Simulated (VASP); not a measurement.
# BaTiO3 (P4mm) in VASP: a series of runs, part 2 of 2

VASP 6.6.1. Earlier steps stand in the parts before.

## (4) Relaxation of cell and atoms, PBE, target pressure 20 GPa, at which the enthalpy is minimised

Contents of INCAR:

```
  ALGO = Normal
  EDIFF = 1E-6
  EDIFFG = -0.01
  ENCUT = 600
  GGA = PE
  IBRION = 2
  ISIF = 3
  ISMEAR = -1
  LASPH = T
  LCHARG = F
  LREAL = F
  LWAVE = F
  NELM = 60
  NSW = 80
  PREC = Accurate
  PSTRESS = 200.0
  SIGMA = 0.05
```

Contents of KPOINTS:

```
k-points
0
Gamma
  4 4 4
```

Contents of POSCAR:

```
BaTiO3
1.0
    3.9998000000      0.0000000000      0.0000000000
    0.0000000000      3.9998000000      0.0000000000
    0.0000000000      0.0000000000      4.0180000000
Ba Ti O
1 1 3
Direct
    0.0000000000      0.0000000000      0.0000000000
    0.5000000000      0.5000000000      0.4900000000
    0.5000000000      0.5000000000      0.0190000000
    0.5000000000      0.0000000000      0.5170000000
    0.0000000000      0.5000000000      0.5170000000
```

Potentials or basis: VASP PAW PBE potentials, release 64 (Ba_sv, Ti_sv, O).

Run with:

```sh
$ cat potpaw_PBE.64/Ba_sv/POTCAR potpaw_PBE.64/Ti_sv/POTCAR potpaw_PBE.64/O/POTCAR > POTCAR
$ mpirun -np 1 vasp_std > vasp.out
```

OUTCAR:

```text
EDIFF = 1E-6
   EDIFFG = -0.01
   ENCUT = 600
   GGA = PE
   IBRION = 2
   ISIF = 3
   ISMEAR = -1
   LASPH = T
   LREAL = F
   NELM = 60
   NSW = 80
   PREC = Accurate
   PSTRESS = 200.0

 ion  position               nearest neighbor table
   1  0.000  0.000  0.000-   4 2.79   5 2.79   5 2.79   4 2.79   3 2.83   3 2.83   3 2.83   3 2.83
                             4 2.88   5 2.88   5 2.88   4 2.88   2 3.45   2 3.45   2 3.45   2 3.45
   2  0.500  0.500  0.490-   3 1.89   4 2.00   5 2.00   4 2.00   5 2.00   3 2.13   1 3.45   1 3.45
                             1 3.45   1 3.45   1 3.49   1 3.49   1 3.49   1 3.49
   3  0.500  0.500  0.019-   2 1.89   2 2.13   1 2.83   1 2.83   1 2.83   1 2.83
   4  0.500  0.000  0.517-   2 2.00   2 2.00   1 2.79   1 2.79   1 2.88   1 2.88
   5  0.000  0.500  0.517-   2 2.00   2 2.00   1 2.79   1 2.79   1 2.88   1 2.88

  LATTYP: Found a simple tetragonal cell.
 ALAT       =     3.9998000000
 C/A-ratio  =     1.0045502275

  Lattice vectors:

 A1 = (   3.9998000000,   0.0000000000,   0.0000000000)
 A2 = (   0.0000000000,   3.9998000000,   0.0000000000)
 A3 = (   0.0000000000,   0.0000000000,   4.0180000000)

Analysis of symmetry for initial positions (statically):
=====================================================================
 Subroutine PRICEL returns:
 Original cell was already a primitive cell.

 Routine SETGRP: Setting up the symmetry group for a
 simple tetragonal supercell.

 Subroutine GETGRP returns: Found  8 space group operations
 (whereof  8 operations were pure point group operations)
 out of a pool of 16 trial point group operations.

The static configuration has the point symmetry C_4v.

Analysis of symmetry for dynamics (positions and initial velocities):
=====================================================================
 Subroutine PRICEL returns:
 Original cell was already a primitive cell.

 Routine SETGRP: Setting up the symmetry group for a
 simple tetragonal supercell.

 Subroutine GETGRP returns: Found  8 space group operations
 (whereof  8 operations were pure point group operations)
 out of a pool of 16 trial point group operations.

[... 119 lines left out ...]
     AMIX_MAG =   1.60;   BMIX_MAG =  1.00
  volume/ion in A,a.u.               =      12.86        86.76
  Fermi-wavevector in a.u.,A,eV,Ry     =   1.397653  2.641181 26.578078  1.953434
  Thomas-Fermi vector in A             =   2.520888
   LORBIT       =      0    0 simple, 1 ext, 2 COOP (PROOUT), +10 PAW based schemes
   GGA     = PE    functional components
   LHFCALC =     F    Hartree Fock is set to
   AEXX    =    0.0000 exact exchange contribution
   IVDW    =     0    specifies the selected vdW correction
   LEPSILON=     F    determine dielectric tensor
   LRPA    =     F    only Hartree local field effects (RPA)
 conjugate gradient relaxation of ions
 non-spin polarized calculation
  energy-cutoff  :      600.00
  volume of cell :       64.28
 maximum number of plane-waves:      2176
 NGX is ok and might be reduce to    32
   NGX = 15   NGY = 15   NGZ = 17

--------------------------------------- Ionic step        1  -------------------------------------------

 number of electron      39.9999999 magnetization

 Free energy of the ion-electron system (eV)
  ---------------------------------------------------
  ext. energy  EPLUGINS =         0.00000000
  ---------------------------------------------------
  free energy    TOTEN  =       -39.97896218 eV

  energy without entropy =      -39.97896217  energy(sigma->0) =      -39.97896217

------------------------ aborting loop because EDIFF is reached ----------------------------------------

  FORCE on cell =-STRESS in cart. coord.  units (eV):
  Direction    XX          YY          ZZ          XY          YZ          ZX
  --------------------------------------------------------------------------------------
  -------------------------------------------------------------------------------------
  Total        1.5047456      1.5047456      1.8991335      0.0000000      0.0000000      0.0000000
  in kB       37.5048282     37.5048282     47.3346962      0.0000000      0.0000000      0.0000000
  external PRESSURE =    -159.2185491 kB  Pullay stress =     200.0000000 kB
[... 106 lines left out ...]
  energy  without entropy=      -39.6648406355  energy(sigma->0) =      -39.66484064

  enthalpy is  TOTEN    =       -32.2025200491 eV   P V=        7.4623205870

[... ionic steps 4 to 17 ...]

--------------------------------------- Ionic step       18  -------------------------------------------

 number of electron      39.9999984 magnetization

------------------------ aborting loop because EDIFF is reached ----------------------------------------
[... 77 lines left out ...]
--------------------------------------- Ionic step       20  -------------------------------------------

 number of electron      39.9999984 magnetization

 Free energy of the ion-electron system (eV)
  ---------------------------------------------------
  ext. energy  EPLUGINS =         0.00000000
  ---------------------------------------------------
  free energy    TOTEN  =       -39.62992597 eV

  energy without entropy =      -39.62992597  energy(sigma->0) =      -39.62992597

 E-fermi :   5.4174     XC(G=0): -11.6632

 val. band max:        4.4568390941   @ k =   0.5000   0.5000   0.5000
 cond. band min:       6.3434830637   @ k =   0.0000   0.0000   0.0000
 fundamental gap:      1.8866439696
 Fermi energy:         5.4173720680

 k-point     1 :       0.0000    0.0000    0.0000
  band No.  band energies     occupation
      1     -51.8631      2.00000
      2     -28.1302      2.00000
      3     -28.1208      2.00000
      4     -28.1208      2.00000
      5     -20.2249      2.00000
      6     -12.6113      2.00000
[... 511 lines left out ...]
  energy  without entropy=      -39.6299259659  energy(sigma->0) =      -39.62992597

  enthalpy is  TOTEN    =       -32.2101162584 eV   P V=        7.4198097087

 reached required accuracy - stopping structural energy minimisation
```

Run time: 2.1 min. Hardware: 1 thread of Intel Xeon 6975P-C (Granite Rapids), shared host; peak memory 0.23 GiB.

What came out:

* Free energy: -39.6299 eV
* Relaxed volume: 11.89 Å³/atom
* Relaxed cell: a = 3.899 Å, b = 3.899 Å, c = 3.910 Å, α = 90.00°, β = 90.00°, γ = 90.00°
* Space group after relaxing (to 0.05 Å): P4mm (No. 99)
* Energy change on relaxing (the enthalpy is what falls): +69.8 meV/atom
* Ionic steps: 20
* Pressure after relaxing: 20.0 GPa
* Largest force after relaxing: 0.008 eV/Å
* Band gap on the k mesh: 1.89 eV, indirect (least direct gap 2.01 eV)

Forces on the atoms (eV/Å):
```
Ba   0.000  0.000 -0.005
Ti   0.000  0.000  0.008
O    0.000  0.000  0.000
O    0.000  0.000 -0.002
O    0.000  0.000 -0.002
```

Step by step:
| step | energy change (eV) | largest force (eV/Å) | pressure (GPa) | volume (Å³) |
| --- | --- | --- | --- | --- |
| 1 | 0.0000 | 0.3093 | 4.08 | 64.28 |
| 2 | 1.8254 | 1.6413 | 56.33 | 53.11 |
| 3 | 0.3141 | 0.2644 | 19.32 | 59.78 |
| 4 | 0.3299 | 0.2844 | 19.87 | 59.65 |
| 5 | 0.3413 | 0.2985 | 20.25 | 59.56 |
| 6 | 0.3512 | 0.0988 | 20.34 | 59.45 |
| 7 | 0.3533 | 0.0944 | 20.37 | 59.43 |
| 8 | 0.3278 | 0.0502 | 19.48 | 59.62 |
| 9 | 0.3217 | 0.0458 | 19.31 | 59.67 |
| 10 | 0.3332 | 0.0552 | 19.59 | 59.57 |
| 11 | 0.3482 | 0.0766 | 20.06 | 59.45 |
| 12 | 0.3456 | 0.0727 | 20.01 | 59.47 |
| 13 | 0.3491 | 0.0567 | 20.05 | 59.44 |
| 14 | 0.3579 | 0.0212 | 20.28 | 59.37 |
| 15 | 0.3433 | 0.0102 | 19.77 | 59.49 |
| 16 | 0.3484 | 0.0105 | 19.89 | 59.44 |
| 17 | 0.3496 | 0.0111 | 19.97 | 59.43 |
| 18 | 0.3491 | 0.0111 | 19.96 | 59.44 |
| 19 | 0.3487 | 0.0107 | 19.98 | 59.44 |
| 20 | 0.3490 | 0.0084 | 19.97 | 59.44 |

Final structure:
```cif
data_structure
_symmetry_space_group_name_H-M 'P 1'
_symmetry_Int_Tables_number 1
_cell_length_a 3.8988
_cell_length_b 3.8988
_cell_length_c 3.9104
_cell_angle_alpha 90.000
_cell_angle_beta 90.000
_cell_angle_gamma 90.000
_cell_volume 59.44
loop_
_atom_site_label
_atom_site_type_symbol
_atom_site_fract_x
_atom_site_fract_y
_atom_site_fract_z
_atom_site_occupancy
Ba1 Ba 0.00000 0.00000 0.00594 1
Ti1 Ti 0.50000 0.50000 0.49764 1
O1 O 0.50000 0.50000 0.01364 1
O2 O 0.50000 0.00000 0.51289 1
O3 O 0.00000 0.50000 0.51289 1
```

Caveat: the cell is relaxed towards a set pressure, so the enthalpy falls and the energy may rise; spin-orbit coupling is left out, which moves the levels of the heavy elements. A hybrid or GW would open this gap; PBE tends to underestimate it.

## (5) Single point, PBE

This run uses another cell than the first one, of 12.37 Å³/atom, 0.963 times its volume.

Contents of INCAR:

```
ALGO     = Normal         # electronic algorithm
EDIFF    = 1E-6           # SCF threshold, eV
ENCUT    = 910            # plane-wave cutoff, eV
GGA      = PE             # functional
GGA_COMPAT= F            
ISIF     = 2              # what is computed and relaxed
ISMEAR   = -1             # smearing method
LASPH    = T              # aspherical terms in the spheres
LCHARG   = F              # write CHGCAR
LREAL    = F              # projectors in reciprocal space
LWAVE    = F              # write WAVECAR
NBANDS   = 28             # bands
NELM     = 120            # most SCF steps
PREC     = Accurate       # precision mode
SIGMA    = 0.05           # smearing width, eV
```

KPOINTS is that of step 4.

Contents of POSCAR:

```
BaTiO3
1.0
    3.9380797910      0.0000000000      0.0000000000
    0.0000000000      3.9380797910      0.0000000000
    0.0000000000      0.0000000000      3.9895007299
Ba Ti O
1 1 3
Direct
    0.0000000000      0.0000000000      0.0010678463
    0.5000000000      0.5000000000      0.4871112506
    0.5000000000      0.5000000000      0.0219518639
    0.5000000000      0.0000000000      0.5164345196
    0.0000000000      0.5000000000      0.5164345196
```

Potentials or basis: VASP PAW PBE potentials, release 64 (Ba_sv, Ti_sv, O_h).

Run with:

```sh
$ cat potpaw_PBE.64/Ba_sv/POTCAR potpaw_PBE.64/Ti_sv/POTCAR potpaw_PBE.64/O_h/POTCAR > POTCAR
$ mpirun -np 1 vasp_std > vasp.out
```

OUTCAR:

```text
EDIFF = 1E-6
   ENCUT = 910
   GGA = PE
   ISIF = 2
   ISMEAR = -1
   LASPH = T
   LREAL = F
   NELM = 120
   PREC = Accurate

 ion  position               nearest neighbor table
   1  0.000  0.000  0.001-   4 2.76   5 2.76   5 2.76   4 2.76   3 2.79   3 2.79   3 2.79   3 2.79
                             4 2.85   5 2.85   5 2.85   4 2.85   2 3.39   2 3.39   2 3.39   2 3.39
   2  0.500  0.500  0.487-   3 1.86   4 1.97   5 1.97   4 1.97   5 1.97   3 2.13   1 3.39   1 3.39
[... 758 lines left out ...]
  -------------------------------------------------------------------------------------
  Total        4.3941594      4.3941594      4.3799824      0.0000000     -0.0000000      0.0000000
  in kB      113.7886165    113.7886165    113.4214973      0.0000000     -0.0000000      0.0000000
  external PRESSURE =     113.6662435 kB  Pullay stress =       0.0000000 kB

 VOLUME and BASIS-vectors are now :
 -----------------------------------------------------------------------------
  energy-cutoff  :      910.00
  volume of cell :       61.87
      direct lattice vectors                 reciprocal lattice vectors
     3.938079791  0.000000000  0.000000000     0.253930863  0.000000000  0.000000000
     0.000000000  3.938079791  0.000000000     0.000000000  0.253930863  0.000000000
     0.000000000  0.000000000  3.989500730     0.000000000  0.000000000  0.250657931

 POSITION                                       TOTAL-FORCE (eV/Angst)
 -----------------------------------------------------------------------------------
      0.00000      0.00000      0.00426         0.000000     -0.000000      0.034637
      1.96904      1.96904      1.94333         0.000000     -0.000000      0.017374
      1.96904      1.96904      0.08758         0.000000      0.000000     -0.024635
      1.96904      0.00000      2.06032         0.000000     -0.000000     -0.013688
      0.00000      1.96904      2.06032         0.000000     -0.000000     -0.013688
 -----------------------------------------------------------------------------------
    total drift:                                0.000000     -0.000000     -0.001963

  FREE ENERGIE OF THE ION-ELECTRON SYSTEM (eV)
  ---------------------------------------------------
  free  energy   TOTEN  =       -39.8801332060 eV

  energy  without entropy=      -39.8801332049  energy(sigma->0) =      -39.88013321
```

OSZICAR:

```text
N       E                     dE             d eps       ncg     rms          rms(c)
DAV:   1     0.596558893203E+03    0.59656E+03   -0.28970E+04  1008   0.235E+03
DAV:   2     0.579788295035E+02   -0.53858E+03   -0.51431E+03  1072   0.552E+02
DAV:   3    -0.448327702973E+02   -0.10281E+03   -0.97752E+02  1524   0.192E+02
DAV:   4    -0.502761541231E+02   -0.54434E+01   -0.54170E+01  1260   0.449E+01
DAV:   5    -0.505225815980E+02   -0.24643E+00   -0.24622E+00  1548   0.847E+00    0.244E+01
DAV:   6    -0.398509817681E+02    0.10672E+02   -0.54671E+01  1468   0.678E+01    0.993E+00
DAV:   7    -0.399922495991E+02   -0.14127E+00   -0.99512E+00  1384   0.220E+01    0.719E+00
DAV:   8    -0.398596687569E+02    0.13258E+00   -0.74231E-01  1200   0.787E+00    0.336E+00
DAV:   9    -0.398958561731E+02   -0.36187E-01   -0.26638E-01  1432   0.415E+00    0.126E+00
DAV:  10    -0.398812076439E+02    0.14649E-01   -0.87895E-02  1184   0.316E+00    0.474E-01
DAV:  11    -0.398801326009E+02    0.10750E-02   -0.83575E-03  1424   0.578E-01    0.881E-02
DAV:  12    -0.398804457798E+02   -0.31318E-03   -0.17418E-03  1516   0.353E-01    0.152E-01
DAV:  13    -0.398801282259E+02    0.31755E-03   -0.97145E-04  1328   0.324E-01    0.133E-02
DAV:  14    -0.398801321775E+02   -0.39516E-05   -0.42103E-05  1344   0.446E-02    0.752E-03
DAV:  15    -0.398801345003E+02   -0.23228E-05   -0.95006E-06  1172   0.328E-02    0.100E-02
DAV:  16    -0.398801330622E+02    0.14380E-05   -0.41215E-06  1024   0.229E-02    0.113E-03
DAV:  17    -0.398801332060E+02   -0.14375E-06   -0.40279E-07   660   0.523E-03
   1 F= -.39880133E+02 E0= -.39880133E+02  d E =-.104164E-08
```

stdout:

```text
POSCAR found type information on POSCAR BaTiO
 POSCAR found :  3 types and       5 ions
 scaLAPACK will be used
 LDA part: xc-table for (Slater+PW92), standard interpolation
 POSCAR, INCAR and KPOINTS ok, starting setup
 FFT: planning ... GRIDC
 FFT: planning ... GRID_SOFT
 FFT: planning ... GRID
 WAVECAR not read
 entering main loop
```

Wall time 36 s (1 thread of Intel Xeon 6975P-C (Granite Rapids), shared host); peak memory 0.28 GiB.

Results:

| Quantity | Value |
| --- | --- |
| Free energy | -39.8801 eV |
| Pressure | 11.4 GPa |
| Largest force | 0.035 eV/Å |
| Band gap on the k mesh | 1.85 eV, indirect (least direct gap 2.16 eV) |

Forces in eV/Å, atoms in the order of the input:
```
Ba   0.000  0.000  0.035
Ti   0.000  0.000  0.017
O    0.000  0.000 -0.025
O    0.000  0.000 -0.014
O    0.000  0.000 -0.014
```

Levels at points of the mesh, in eV from the valence-band top:
| k point | band 16 | band 17 | band 18 | band 19 | band 20 | band 21 | band 22 | band 23 | band 24 | band 25 |
| --- | --- | --- | --- | --- | --- | --- | --- | --- | --- | --- |
| (0.00, 0.00, 0.00) | -1.35 | -1.24 | -0.35 | -0.31 | -0.31 | 1.85 | 2.13 | 2.13 | 4.27 | 4.35 |
| (0.50, 0.00, 0.00) | -2.06 | -1.92 | -1.78 | -1.03 | -0.90 | 2.27 | 3.69 | 3.74 | 4.31 | 6.22 |
| (0.50, 0.50, 0.00) | -2.92 | -1.77 | -0.97 | -0.97 | -0.09 | 3.76 | 3.76 | 4.16 | 4.93 | 7.97 |
| (0.00, 0.00, 0.50) | -2.02 | -2.00 | -2.00 | -0.71 | -0.71 | 2.02 | 3.72 | 3.72 | 4.27 | 6.37 |
| (0.50, 0.00, 0.50) | -2.83 | -1.72 | -0.93 | -0.91 | -0.23 | 3.72 | 3.73 | 4.10 | 5.16 | 7.93 |
| (0.50, 0.50, 0.50) | -2.44 | -2.44 | -0.14 | -0.14 | 0.00 | 4.38 | 4.38 | 4.41 | 6.69 | 6.83 |

Caveat: the cutoff is under 1.25 times the usual one of these potentials, so pressure, stress and relaxed cells hold a basis-set (Pulay) error; spin-orbit coupling is left out, which moves the levels of the heavy elements. A k mesh can miss the band edges.

## (6) Single point, PBE

This run uses another cell than the first one, of 11.78 Å³/atom, 0.916 times its volume.

Contents of INCAR:

```
  PREC = Accurate
  ENCUT = 910
  EDIFF = 1E-6
  ISMEAR = -1
  SIGMA = 0.05
  LREAL = False
  LASPH = True
  NELM = 120
  ALGO = Normal
  ISIF = 2
  LWAVE = False
  LCHARG = False
  GGA = PE
  NBANDS = 28
  GGA_COMPAT = False
```

Contents of KPOINTS:

```
regular mesh
0
Gamma
  4 4 4
```

Contents of POSCAR:

```
BaTiO3
1.0
    3.8879364025      0.0000000000      0.0000000000
    0.0000000000      3.8879364025      0.0000000000
    0.0000000000      0.0000000000      3.8967456280
Ba Ti O
1 1 3
Direct
    0.0000000000      0.0000000000      0.0057519444
    0.5000000000      0.5000000000      0.4987078278
    0.5000000000      0.5000000000      0.0130599036
    0.5000000000      0.0000000000      0.5127401621
    0.0000000000      0.5000000000      0.5127401621
```

Potentials or basis: VASP PAW PBE potentials, release 64 (Ba_sv, Ti_sv, O_h).

Run with:

```sh
$ cat potpaw_PBE.64/Ba_sv/POTCAR potpaw_PBE.64/Ti_sv/POTCAR potpaw_PBE.64/O_h/POTCAR > POTCAR
$ mpirun -np 1 vasp_std > vasp.out
```

It took 38 s on 1 thread of Intel Xeon Platinum 8559C (Emerald Rapids), shared host; peak memory 0.28 GiB.

Results (log left out):

| Property | Result |
| --- | --- |
| Free energy | -39.5661 eV |
| Pressure | 22.2 GPa |
| Largest force | 0.021 eV/Å |
| Band gap on the k mesh | 1.91 eV, indirect (least direct gap 2.00 eV) |

Forces on the atoms (eV/Å):
```
Ba   0.000  0.000  0.021
Ti   0.000  0.000  0.002
O    0.000  0.000 -0.006
O    0.000  0.000 -0.008
O    0.000  0.000 -0.008
```

Levels at points of the mesh, in eV from the valence-band top:
| k point | band 18 | band 19 | band 20 | band 21 | band 22 | band 23 |
| --- | --- | --- | --- | --- | --- | --- |
| (0.00, 0.00, 0.00) | -0.10 | -0.10 | -0.10 | 1.91 | 1.97 | 1.97 |
| (0.50, 0.00, 0.00) | -1.89 | -0.77 | -0.73 | 2.16 | 3.92 | 3.93 |
| (0.50, 0.50, 0.00) | -0.83 | -0.83 | -0.10 | 3.94 | 3.94 | 4.38 |
| (0.00, 0.00, 0.50) | -1.95 | -0.69 | -0.69 | 2.10 | 3.93 | 3.93 |
| (0.50, 0.00, 0.50) | -0.82 | -0.82 | -0.13 | 3.94 | 3.94 | 4.37 |
| (0.50, 0.50, 0.50) | -0.03 | -0.03 | 0.00 | 4.70 | 4.70 | 4.70 |

Caveat: the cutoff is under 1.25 times the usual one of these potentials, so pressure, stress and relaxed cells hold a basis-set (Pulay) error; spin-orbit coupling is left out, which moves the levels of the heavy elements. A k mesh can miss the band edges.

## (7) The runs side by side

```csv
task,potentials or basis,cell,cutoff (eV),second run,gap on the mesh (eV),pressure (GPa),largest force (eV/Å)
relaxation of cell and atoms,"VASP PAW PBE potentials, release 64 (Ba_sv, Ti_sv, O)","relaxed to 5 GPa from a = 4.000, b = 4.000, c = 4.018 Å, 5 atoms",600,-,1.80,5.1,-
relaxation of cell and atoms,"VASP PAW PBE potentials, release 64 (Ba_sv, Ti_sv, O)","relaxed to 10 GPa from a = 4.000, b = 4.000, c = 4.018 Å, 5 atoms",600,-,1.83,10.0,-
relaxation of cell and atoms,"VASP PAW PBE potentials, release 64 (Ba_sv, Ti_sv, O)","relaxed to 20 GPa from a = 4.000, b = 4.000, c = 4.018 Å, 5 atoms",600,-,1.89,20.0,0.01
single point,"VASP PAW PBE potentials, release 64 (Ba_sv, Ti_sv, O_h)","a = 3.938, b = 3.938, c = 3.990 Å, 5 atoms",910,hard_potentials,1.85,11.4,0.03
single point,"VASP PAW PBE potentials, release 64 (Ba_sv, Ti_sv, O_h)","a = 3.888, b = 3.888, c = 3.897 Å, 5 atoms",910,hard_potentials,1.91,22.2,0.02
```

Alike in all rows: level PBE; no spin polarisation; k mesh 4 × 4 × 4; smearing fermi-dirac 0.05 eV.

Caveats: spin-orbit coupling is left out, which moves the levels of the heavy elements; the cell is relaxed towards a set pressure, so the enthalpy falls and the energy may rise (some runs); the cutoff is under 1.25 times the usual one of these potentials, so pressure, stress and relaxed cells hold a basis-set (Pulay) error (some runs).

Absolute energies hang on the potentials; compare differences alone.
